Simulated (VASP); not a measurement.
InGa3P4: single point with PBE

The system is InGa3P4.

```xyz
8
Lattice="5.5641 0.0000 0.0000 0.0000 5.5641 0.0000 0.0000 0.0000 5.5641" Properties=species:S:1:pos:R:3 pbc="T T T"
In    2.7821    2.7821    2.7821
Ga    0.0000    0.0000    2.7821
Ga    0.0000    2.7821    0.0000
Ga    2.7821    0.0000    0.0000
P     4.2303    4.2303    4.2303
P     4.2303    1.3338    1.3338
P     1.3338    4.2303    1.3338
P     1.3338    1.3338    4.2303
```

| Quantity | Value |
| --- | --- |
| Program | VASP 6.6.1 |
| Task | single point |
| Functional | PBE |
| Potentials or basis | VASP PAW PBE potentials, release 64 (In_d, Ga_d, P) |
| Cutoff | 520 eV |
| k mesh | 6 × 6 × 6 |
| Occupations | gaussian, width 0.02 eV |
| Spin | no spin polarisation |

```json
{"Pressure": "2.3 GPa", "Largest force": "0.013 eV/Å", "Band gap on the k mesh": "1.20 eV"}
```

Forces in eV/Å, atoms in the order of the input:
```
In   0.000  0.000  0.000
Ga   0.000  0.000  0.000
Ga   0.000  0.000  0.000
Ga   0.000  0.000  0.000
P   -0.008 -0.008 -0.008
P   -0.008  0.008  0.008
P    0.008 -0.008  0.008
P    0.008  0.008 -0.008
```

Levels at points of the mesh, in eV from the valence-band top:
```
           k point  band 33  band 34  band 35  band 36  band 37  band 38  band 39  band 40
(0.00, 0.00, 0.00)    -2.51     0.00     0.00     0.00     1.20     1.71     1.71     1.71
(0.50, 0.00, 0.00)    -1.77    -1.77    -1.37    -1.37     2.22     2.24     3.42     3.68
(0.50, 0.50, 0.00)    -1.50    -1.15    -0.96    -0.96     2.80     2.80     3.37     3.41
(0.50, 0.50, 0.50)    -1.17    -0.78    -0.78    -0.78     1.43     1.43     1.43     1.99
```

Wall time 2.8 min on 1 thread of Intel Xeon 8259CL, on a shared host, peak memory 0.34 GiB.

Caveat: spin-orbit coupling is left out, which moves the levels of the heavy elements. A k mesh can miss the band edges.
